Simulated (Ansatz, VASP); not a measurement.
# Two plane-wave programs on Cu

File INCAR:

```
SYSTEM = Cu
PREC     = Accurate       ! precision mode
ENCUT    = 520            ! plane-wave cutoff, eV
EDIFF    = 1E-6           ! SCF threshold, eV
ISMEAR   = -1             ! smearing method
SIGMA    = 0.05           ! smearing width, eV
LREAL    = .FALSE.        ! projectors in reciprocal space
LASPH    = .TRUE.         ! aspherical terms in the spheres
NELM     = 80             ! most SCF steps
ALGO     = Normal         ! electronic algorithm
ISIF     = 2              ! what is computed and relaxed
LWAVE    = .FALSE.        ! write WAVECAR
LCHARG   = .TRUE.         ! write CHGCAR
LELF     = .TRUE.         ! ELF
LVHAR    = .TRUE.       
NBANDS   = 18             ! bands
```

Contents of KPOINTS:

```
regular mesh
0
G
  12 12 7
  0 0 0
```

POSCAR

```
Cu
1.0
    2.5340966698      0.0000000000      0.0000000000
   -1.2670483349      2.1945920917      0.0000000000
    0.0000000000      0.0000000000      4.1125710000
Cu
2
Direct
    0.6666666667      0.3333333333      0.7500000000
    0.3333333333      0.6666666667      0.2500000000
```

Contents of input.yaml:

```yaml
crystal:
  lattice:
    - [2.5340966698, 0.0, 0.0]
    - [-1.2670483349, 2.1945920917, 0.0]
    - [0.0, 0.0, 4.112571]
  atoms:
    - { symbol: Cu, position: [0.6666666667, 0.3333333333, 0.75] }
    - { symbol: Cu, position: [0.3333333333, 0.6666666667, 0.25] }
hamiltonian:
  xc: lda
  pseudopotentials: { kind: paw }
kpoints:
  mp_grid: { grid: [12, 12, 7] }
  band_path:
    path:
      - [[0.0, 0.0, 0.0], [0.5, 0.0, 0.0], [0.3333333333, 0.3333333333, 0.0], [0.0, 0.0, 0.0], [0.0, 0.0, 0.5], [0.5, 0.0, 0.5], [0.3333333333, 0.3333333333, 0.5], [0.0, 0.0, 0.5]]
      - [[0.5, 0.0, 0.5], [0.5, 0.0, 0.0]]
      - [[0.3333333333, 0.3333333333, 0.0], [0.3333333333, 0.3333333333, 0.5]]
    npoints: 14
scf:
  occupations: { method: fermi_dirac, width: 0.05 }
  n_extra_bands: 6
output:
  forces: true
  stress: true
  eigenvalues: true
  fatbands: false
  write_density: true
  write_potential: true
  elf: true
  volumetric_format: npy
```

Alike in both runs: functional LDA; k mesh 12 × 12 × 7; occupations fermi-dirac, width 0.05 eV; no spin polarisation.

|  | VASP | Ansatz |
| --- | --- | --- |
| version | VASP 6.6.1 | Ansatz 0.2.0 |
| potentials or method | VASP PAW LDA potentials, release 64 (Cu) | Ansatz PAW |
| plane-wave cutoff (eV) | 520 | 420 |
| valence electrons in the cell | 22 | 38 |
| task | single point | band structure |

|  | VASP | Ansatz | Ansatz less VASP |
| --- | --- | --- | --- |
| gap on the k mesh at the Fermi level (eV) | none | none | - |
| pressure (GPa) | -7.0 | -7.9 | -0.82 |
| traceless stress, the component that is largest in VASP (GPa) | 0.09 | 0.17 | +0.076 |

LDA's correlation is that of Perdew and Zunger in VASP and of Perdew and Wang (1992) in Ansatz. A gap of «none» marks a metal or a gap that the smearing closes. VASP's potentials hold 22 valence electrons a cell and Ansatz's 38, so a difference there can come from the potentials and not from the codes.
